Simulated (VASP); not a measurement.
# CaO (l) (Fm-3m) in VASP: further runs

CaO (l) is run at these levels: LDA; tasks: single point, relaxation of cell and atoms.

Program: VASP 6.6.1. These are calculated values, not measurements. Logs are shortened: lines on timing, memory, paths and dates and some standing lists are left out, and cuts for length are marked.

**1. The cell of the first run**

The structure is cubic, space group Fm-3m (No. 225). The conventional cell has a = 4.807 Å, b = 4.807 Å, c = 4.807 Å, α = 90.00°, β = 90.00°, γ = 90.00°. Ca (site symmetry m-3m) has 6 O at 2.40 Å within 3.2 Å. O (site symmetry m-3m) has 6 Ca at 2.40 Å within 3.2 Å.

**2. Single point, LDA**

The input, INCAR:

```
PREC = Accurate ; ENCUT = 600
EDIFF = 1E-6 ; ISMEAR = 0
SIGMA = 0.1 ; LREAL = False
LASPH = True ; NELM = 120
ALGO = Normal ; ISIF = 2
LWAVE = False ; LCHARG = False
GGA = CA ; NBANDS = 15
GGA_COMPAT = False
```

The input, KPOINTS:

```
Automatic mesh
0
Gamma
  6 6 6
```

The input, POSCAR:

```
CaO
1.0
    0.0000000000      2.4035557000      2.4035557000
    2.4035557000      0.0000000000      2.4035557000
    2.4035557000      2.4035557000      0.0000000000
Ca O
1 1
Direct
    0.0000000000      0.0000000000      0.0000000000
    0.5000000000      0.5000000000      0.5000000000
```

Potentials or basis: VASP PAW LDA potentials, release 64 (Ca_sv, O).

Run with:

```
> cat potpaw_LDA.64/Ca_sv/POTCAR potpaw_LDA.64/O/POTCAR > POTCAR
> mpirun -np 1 vasp_std > vasp.out
```

OUTCAR:

```text
PREC = Accurate
   ENCUT = 600
   EDIFF = 1E-6
   ISMEAR = 0
   LREAL = False
   LASPH = True
   NELM = 120
   ISIF = 2
   GGA = CA

 ion  position               nearest neighbor table
   1  0.000  0.000  0.000-   2 2.40   2 2.40   2 2.40   2 2.40   2 2.40   2 2.40
   2  0.500  0.500  0.500-   1 2.40   1 2.40   1 2.40   1 2.40   1 2.40   1 2.40

  LATTYP: Found a face centered cubic cell.
 ALAT       =     4.8071114000

  Lattice vectors:

 A1 = (   0.0000000000,   2.4035557000,   2.4035557000)
 A2 = (   2.4035557000,   0.0000000000,   2.4035557000)
 A3 = (   2.4035557000,   2.4035557000,   0.0000000000)

Analysis of symmetry for initial positions (statically):
=====================================================================
 Subroutine PRICEL returns:
 Original cell was already a primitive cell.

 Routine SETGRP: Setting up the symmetry group for a
 face centered cubic supercell.

 Subroutine GETGRP returns: Found 48 space group operations
 (whereof 48 operations were pure point group operations)
 out of a pool of 48 trial point group operations.

The static configuration has the point symmetry O_h .

Analysis of symmetry for dynamics (positions and initial velocities):
=====================================================================
 Subroutine PRICEL returns:
 Original cell was already a primitive cell.

 Routine SETGRP: Setting up the symmetry group for a
 face centered cubic supercell.

 Subroutine GETGRP returns: Found 48 space group operations
 (whereof 48 operations were pure point group operations)
 out of a pool of 48 trial point group operations.

The dynamic configuration has the point symmetry O_h .

 Subroutine INISYM returns: Found 48 space group operations
 (whereof 48 operations are pure point group operations),
 and found     1 'primitive' translations

----------------------------------------------------------------------------------------

                                     Primitive cell

  volume of cell :      27.7711

  direct lattice vectors                    reciprocal lattice vectors
     0.000000000  2.403555700  2.403555700    -0.208025135  0.208025135  0.208025135
     2.403555700  0.000000000  2.403555700     0.208025135 -0.208025135  0.208025135
     2.403555700  2.403555700  0.000000000     0.208025135  0.208025135 -0.208025135

  length of vectors
     3.399141069  3.399141069  3.399141069     0.360310104  0.360310104  0.360310104

  position of ions in fractional coordinates (direct lattice)
[... 8 lines left out ...]
----------------------------------------------------------------------------------------

 KPOINTS: Automatic mesh

Automatic generation of k-mesh.
[... 71 lines left out ...]
   EFERMI =   0.00;   METHOD = LEGACY
   ISMEAR =     0;   SIGMA  =   0.10  broadening in eV -4-tet -1-fermi 0-gaus
   EFERMI_NEDOS =   21; number of points for ismear=-14 and -15
   IALGO  =     38    algorithm
   IMIX   =      4    mixing-type and parameters
     AMIX     =   0.40;   BMIX     =  1.00
     AMIX_MAG =   1.60;   BMIX_MAG =  1.00
  volume/ion in A,a.u.               =      13.89        93.70
  Fermi-wavevector in a.u.,A,eV,Ry     =   1.362231  2.574243 25.247954  1.855672
  Thomas-Fermi vector in A             =   2.488738
   LORBIT       =      0    0 simple, 1 ext, 2 COOP (PROOUT), +10 PAW based schemes
   GGA     = CA    functional components
   LHFCALC =     F    Hartree Fock is set to
   AEXX    =    0.0000 exact exchange contribution
   IVDW    =     0    specifies the selected vdW correction
   LEPSILON=     F    determine dielectric tensor
   LRPA    =     F    only Hartree local field effects (RPA)
 non-spin polarized calculation
 Gauss-broadening in eV      SIGMA  =   0.10
  energy-cutoff  :      600.00
  volume of cell :       27.77
 maximum number of plane-waves:       941
   NGX = 13   NGY = 13   NGZ = 13

 number of electron      15.9999997 magnetization

 Free energy of the ion-electron system (eV)
  ---------------------------------------------------
  ext. energy  EPLUGINS =         0.00000000
  ---------------------------------------------------
  free energy    TOTEN  =       -14.19427861 eV

  energy without entropy =      -14.19427861  energy(sigma->0) =      -14.19427861

 E-fermi :   2.5339     XC(G=0): -11.0272

 val. band max:        2.0100008053   @ k =   0.0000   0.0000   0.0000
 cond. band min:       5.4699898539   @ k =   0.5000   0.5000   0.0000
 fundamental gap:      3.4599890486
 Fermi energy:         2.5339253218

 k-point     1 :       0.0000    0.0000    0.0000
  band No.  band energies     occupation
      1     -35.0517      2.00000
      2     -16.0997      2.00000
      3     -16.0997      2.00000
      4     -16.0997      2.00000
      5     -13.1973      2.00000
      6       2.0100      2.00000
      7       2.0100      2.00000
      8       2.0100      2.00000
      9       6.5701      0.00000
     10       8.1186      0.00000
     11       8.1186      0.00000
     12       8.1186      0.00000
     13       9.6781      0.00000
     14       9.6781      0.00000
[... 257 lines left out ...]
      2     -16.6422      2.00000
      3     -16.4990      2.00000
      4     -16.4431      2.00000
      5     -12.6374      2.00000
      6       0.7841      2.00000
      7       0.9133      2.00000
      8       1.1853      2.00000
      9       6.8892      0.00000
     10       9.5844      0.00000
     11      10.3285      0.00000
     12      11.5501      0.00000
     13      11.7026      0.00000
     14      14.7906      0.00000
     15      15.4093      0.00000

------------------------ aborting loop because EDIFF is reached ----------------------------------------

  FORCE on cell =-STRESS in cart. coord.  units (eV):
  Direction    XX          YY          ZZ          XY          YZ          ZX
  --------------------------------------------------------------------------------------
  -------------------------------------------------------------------------------------
  Total       -1.1057326     -1.1057326     -1.1057326      0.0000000      0.0000000     -0.0000000
  in kB      -63.7922815    -63.7922815    -63.7922815      0.0000000      0.0000000     -0.0000000
  external PRESSURE =     -63.7922815 kB  Pullay stress =       0.0000000 kB

 VOLUME and BASIS-vectors are now :
 -----------------------------------------------------------------------------
  energy-cutoff  :      600.00
  volume of cell :       27.77
      direct lattice vectors                 reciprocal lattice vectors
     0.000000000  2.403555700  2.403555700    -0.208025135  0.208025135  0.208025135
     2.403555700  0.000000000  2.403555700     0.208025135 -0.208025135  0.208025135
     2.403555700  2.403555700  0.000000000     0.208025135  0.208025135 -0.208025135

 POSITION                                       TOTAL-FORCE (eV/Angst)
 -----------------------------------------------------------------------------------
      0.00000      0.00000      0.00000         0.000000      0.000000     -0.000000
      2.40356      2.40356      2.40356         0.000000      0.000000      0.000000
 -----------------------------------------------------------------------------------
    total drift:                                0.000000      0.000000      0.000000

  FREE ENERGIE OF THE ION-ELECTRON SYSTEM (eV)
  ---------------------------------------------------
  free  energy   TOTEN  =       -14.1942786109 eV

  energy  without entropy=      -14.1942786109  energy(sigma->0) =      -14.19427861
```

OSZICAR:

```text
N       E                     dE             d eps       ncg     rms          rms(c)
DAV:   1     0.132669336177E+03    0.13267E+03   -0.88597E+03   480   0.121E+03
DAV:   2    -0.100590731395E+02   -0.14273E+03   -0.13254E+03   606   0.307E+02
DAV:   3    -0.157419166203E+02   -0.56828E+01   -0.56364E+01   571   0.631E+01
DAV:   4    -0.158900991097E+02   -0.14818E+00   -0.14809E+00   641   0.955E+00
DAV:   5    -0.158941921641E+02   -0.40931E-02   -0.40930E-02   558   0.130E+00    0.843E+00
DAV:   6    -0.143490788770E+02    0.15451E+01   -0.49022E+00   530   0.215E+01    0.376E+00
DAV:   7    -0.142298007924E+02    0.11928E+00   -0.43342E-01   565   0.677E+00    0.181E+00
DAV:   8    -0.141949466973E+02    0.34854E-01   -0.80937E-02   606   0.293E+00    0.348E-01
DAV:   9    -0.141941654284E+02    0.78127E-03   -0.39838E-03   538   0.483E-01    0.990E-02
DAV:  10    -0.141942962843E+02   -0.13086E-03   -0.23318E-04   603   0.158E-01    0.399E-02
DAV:  11    -0.141942789374E+02    0.17347E-04   -0.20975E-05   658   0.544E-02    0.686E-03
DAV:  12    -0.141942786109E+02    0.32646E-06   -0.34852E-06   599   0.166E-02
   1 F= -.14194279E+02 E0= -.14194279E+02  d E =-.939384E-15
```

stdout:

```text
POSCAR found type information on POSCAR CaO
 POSCAR found :  2 types and       2 ions
 scaLAPACK will be used
 LDA part: xc-table for (Slater(with rela. corr.)+CA(PZ))
 , standard interpolation
 POSCAR, INCAR and KPOINTS ok, starting setup
 FFT: planning ... GRIDC
 FFT: planning ... GRID_SOFT
 FFT: planning ... GRID
 WAVECAR not read
 entering main loop
```

Wall time 7 s (1 thread of Intel Xeon Platinum 8375C at 2.90GHz (Ice Lake), shared host); peak memory 0.12 GiB.

What came out:

```
Free energy            : -14.1943 eV
Pressure               : -6.4 GPa
Band gap on the k mesh : 3.46 eV, indirect (least direct gap 3.84 eV)
```

Levels at points of the mesh, in eV from the valence-band top:
```csv
k point,band 5,band 6,band 7,band 8,band 9,band 10,band 11,band 12
"(0.00, 0.00, 0.00)",-15.21,0.00,0.00,0.00,4.56,6.11,6.11,6.11
"(0.50, 0.00, 0.00)",-13.95,-2.71,-1.23,-1.23,6.95,8.30,8.30,8.31
"(0.50, 0.50, 0.00)",-14.96,-1.31,-0.38,-0.38,3.46,8.01,8.87,9.54
```

A k mesh can miss the band edges.

**3. Single point, LDA**

This run uses another cell than the first one, of 13.04 Å³/atom, 0.939 times its volume.

The input, INCAR:

```
ALGO     = Normal         # electronic algorithm
EDIFF    = 1E-6           # SCF threshold, eV
ENCUT    = 600            # plane-wave cutoff, eV
GGA_COMPAT= F            
ISIF     = 2              # what is computed and relaxed
ISMEAR   = 0              # smearing method
LASPH    = T              # aspherical terms in the spheres
LCHARG   = T              # write CHGCAR
LELF     = T              # ELF
LREAL    = F              # projectors in reciprocal space
LVHAR    = T            
LWAVE    = F              # write WAVECAR
NBANDS   = 15             # bands
NELM     = 120            # most SCF steps
PREC     = Accurate       # precision mode
SIGMA    = 0.02           # smearing width, eV
```

The input, KPOINTS:

```
k-points
0
Gamma
  8 8 8
```

The input, POSCAR:

```
CaO
1.0
    0.0000000000      2.3539534881      2.3539534881
    2.3539534881      0.0000000000      2.3539534881
    2.3539534881      2.3539534881      0.0000000000
Ca O
1 1
Direct
    0.0000000000      0.0000000000      0.0000000000
    0.5000000000      0.5000000000      0.5000000000
```

Potentials or basis: VASP PAW LDA potentials, release 64 (Ca_sv, O).

Run with:

```
> cat potpaw_LDA.64/Ca_sv/POTCAR potpaw_LDA.64/O/POTCAR > POTCAR
> mpirun -np 1 vasp_std > vasp.out
```

OUTCAR:

```text
EDIFF = 1E-6
   ENCUT = 600
   ISIF = 2
   ISMEAR = 0
   LASPH = T
   LREAL = F
   NELM = 120
   PREC = Accurate

 ion  position               nearest neighbor table
   1  0.000  0.000  0.000-   2 2.35   2 2.35   2 2.35   2 2.35   2 2.35   2 2.35
   2  0.500  0.500  0.500-   1 2.35   1 2.35   1 2.35   1 2.35   1 2.35   1 2.35

  LATTYP: Found a face centered cubic cell.
 ALAT       =     4.7079069762

  Lattice vectors:

 A1 = (   0.0000000000,   2.3539534881,   2.3539534881)
[... 618 lines left out ...]
------------------------ aborting loop because EDIFF is reached ----------------------------------------

  FORCE on cell =-STRESS in cart. coord.  units (eV):
  Direction    XX          YY          ZZ          XY          YZ          ZX
  --------------------------------------------------------------------------------------
  -------------------------------------------------------------------------------------
  Total        0.1371001      0.1371001      0.1371001      0.0000000      0.0000000      0.0000000
  in kB        8.4202476      8.4202476      8.4202476      0.0000000      0.0000000      0.0000000
  external PRESSURE =       8.4202476 kB  Pullay stress =       0.0000000 kB

 VOLUME and BASIS-vectors are now :
 -----------------------------------------------------------------------------
  energy-cutoff  :      600.00
  volume of cell :       26.09
      direct lattice vectors                 reciprocal lattice vectors
     0.000000000  2.353953488  2.353953488    -0.212408615  0.212408615  0.212408615
     2.353953488  0.000000000  2.353953488     0.212408615 -0.212408615  0.212408615
     2.353953488  2.353953488  0.000000000     0.212408615  0.212408615 -0.212408615

 POSITION                                       TOTAL-FORCE (eV/Angst)
 -----------------------------------------------------------------------------------
      0.00000      0.00000      0.00000         0.000000      0.000000      0.000000
      2.35395      2.35395      2.35395        -0.000000     -0.000000     -0.000000
 -----------------------------------------------------------------------------------
    total drift:                                0.000000      0.000000      0.000000

  FREE ENERGIE OF THE ION-ELECTRON SYSTEM (eV)
  ---------------------------------------------------
  free  energy   TOTEN  =       -14.2230613765 eV

  energy  without entropy=      -14.2230613765  energy(sigma->0) =      -14.22306138
```

It took 12 s on 1 thread of Intel Xeon Platinum 8375C at 2.90GHz (Ice Lake), shared host; peak memory 0.12 GiB.

What came out:

* Free energy: -14.2231 eV
* Pressure: 0.8 GPa
* Band gap on the k mesh: 3.42 eV, indirect (least direct gap 3.78 eV)

Levels at points of the mesh, in eV from the valence-band top:
| k point | band 6 | band 7 | band 8 | band 9 | band 10 | band 11 |
| --- | --- | --- | --- | --- | --- | --- |
| (0.00, 0.00, 0.00) | 0.00 | 0.00 | 0.00 | 5.08 | 6.25 | 6.25 |
| (0.50, 0.00, 0.00) | -2.86 | -1.36 | -1.36 | 7.24 | 8.64 | 8.64 |
| (0.50, 0.50, 0.00) | -1.27 | -0.36 | -0.36 | 3.42 | 8.49 | 9.23 |

(Continued in part 2 of 2.)
